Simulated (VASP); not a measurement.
Wanted: the native input for a VASP 6.6.1 run.

- Task: single point
- Functional: PBE
- Potentials or basis: VASP PAW PBE potentials, release 64 (K_sv, Pr_3, Br), 4f in core
- Cutoff: 500 eV
- k mesh: 4 × 2 × 2
- Occupations: gaussian, width 0.1 eV
- Spin: no spin polarisation
- Dipole correction: no
- Mended: yes
- Further INCAR settings: ALGO = Normal; EDIFF = 1e-06; NBANDS = 60

The structure of KPrBr4 lies in POSCAR:

```
KPrBr4
1.0
   -5.1547060058      0.0001457163      0.0002902437
    0.0004252942      0.0021737597     -7.9048470748
    0.0002074776    -10.2870561665      0.0032171983
K Pr Br
2 2 8
Direct
    0.4995914953      0.4997877995      0.7500765728
    0.5001227510      0.4999929722      0.2499660367
    1.0003817363      0.9986638865      0.9998720037
    0.9999021175      1.0013290879      0.4998899439
    0.5002501910      0.2199496274      1.0001563207
    0.5001734103      0.2235804790      0.5000482174
   -0.0002810552      0.7781156132      0.7498542350
   -0.0002180769      0.7779419786      0.2499453062
    0.4998947844      0.7777351731      0.9999171620
    0.4997720035      0.7813761189      0.5000089351
    1.0000668449      0.2208620500      0.7501997443
    1.0003437978      0.2206652136      0.2500655221
```

One way to write it, as run:

INCAR

```
PREC = Accurate
ENCUT = 500
EDIFF = 1E-6
ISMEAR = 0
SIGMA = 0.1
LREAL = F
LASPH = T
NELM = 200
ALGO = Normal
ISIF = 2
LWAVE = F
LCHARG = F
GGA = PE
NBANDS = 60
GGA_COMPAT = F
LMAXMIX = 6
```

KPOINTS

```
Automatic mesh
0
Gamma
  4 2 2
```

Potentials or basis: VASP PAW PBE potentials, release 64 (K_sv, Pr_3, Br), 4f in core.

Run with:

```sh
$ cat potpaw_PBE.64/K_sv/POTCAR potpaw_PBE.64/Pr_3/POTCAR potpaw_PBE.64/Br/POTCAR > POTCAR
$ mpirun -np 1 vasp_std > vasp.out
```

Results of the run:

| Item | Value |
| --- | --- |
| Pressure | -0.1 GPa |
| Largest force | 0.018 eV/Å |
| Band gap on the k mesh | 2.66 eV |

Caveat: spin-orbit coupling is left out, which moves the levels of the heavy elements; the 4f electrons are frozen in the core, so they carry no moment and show no levels.

It took 7 min on 1 thread of Intel(R) Xeon(R) Platinum 8259CL CPU @ 2.50GHz (Skylake/Cascade Lake), with other jobs on the host, peak memory 0.59 GiB.
